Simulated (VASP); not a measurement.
Here is a VASP 6.6.1 calculation.

INCAR

```
  PREC = Accurate
  ENCUT = 600
  EDIFF = 1E-6
  ISMEAR = -1
  SIGMA = 0.05
  LREAL = False
  LASPH = True
  NELM = 150
  ALGO = Normal
  ISIF = 3
  LWAVE = False
  LCHARG = False
  LNONCOLLINEAR = True
  MAGMOM = 0 0 0
  LORBIT = 11
  LSORBIT = True
  GGA_COMPAT = False
  LORBMOM = True
  GGA = PE
  IBRION = 2
  NSW = 80
  EDIFFG = -0.005
```

KPOINTS

```
regular mesh
0
Gamma
  6 6 6
```

File POSCAR:

```
Ba
1.0
   -2.5065000000      2.5065000000      2.5065000000
    2.5065000000     -2.5065000000      2.5065000000
    2.5065000000      2.5065000000     -2.5065000000
Ba
1
Direct
    0.0000000000      0.0000000000      0.0000000000
```

Potentials or basis: VASP PAW PBE potentials, release 64 (Ba_sv).

Launch:

```console
$ cat potpaw_PBE.64/Ba_sv/POTCAR > POTCAR
$ mpirun -np 1 vasp_ncl > vasp.out
```

(1) Predict the relaxed cell.

(2) Estimate the relaxed volume.

(3) Predict the space group after relaxing (to 0.05 Å).

Answers

(1) a = 4.366 Å, b = 4.366 Å, c = 4.366 Å, α = 109.47°, β = 109.47°, γ = 109.47°.

(2) 64.08 Å³/atom.

(3) Im-3m (No. 229).
